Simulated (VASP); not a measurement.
KMgF3, 40 atoms in the cell. The structure is cubic, space group Pm-3m (No. 221). The conventional cell has a = 3.991 Å, b = 3.991 Å, c = 3.991 Å, α = 90.00°, β = 90.00°, γ = 90.00°. Within 3.7 Å of K (site symmetry m-3m) lie 12 F at 2.82 Å and 8 Mg at 3.46 Å. Within 2.6 Å of Mg (site symmetry m-3m) lie 6 F at 2.00 Å. Within 2.6 Å of F (site symmetry 4/mmm) lie 2 Mg at 2.00 Å. 

| Property | Result |
| --- | --- |
| Program | VASP 6.6.1 |
| Task | single point |
| Functional | PBEsol |
| Potentials or basis | VASP PAW PBE potentials, release 64 (K_sv, Mg, F) |
| Cutoff | 700 eV |
| k mesh | 1 × 1 × 1, shifted |
| Occupations | fermi-dirac, width 0.05 eV |
| Spin | no spin polarisation |
| Dipole correction | no |
| Further INCAR settings | LREAL = Auto; ALGO = Normal; EDIFF = 1e-06; NBANDS = 154; ISYM = -1 |

Potentials or basis: VASP PAW PBE potentials, release 64 (K_sv, Mg, F).

Launch:

```bash
$ cat potpaw_PBE.64/K_sv/POTCAR potpaw_PBE.64/Mg/POTCAR potpaw_PBE.64/F/POTCAR > POTCAR
$ mpirun -np 1 vasp_std > vasp.out
```

Hardware: 1 thread of Intel Xeon 8259CL (shared host).

Estimate the wall time of this run.

Wall time 5.3 min on 1 thread of Intel Xeon 8259CL, on a shared host, peak memory 0.68 GiB. Counts: scf iterations 15, k points 1.
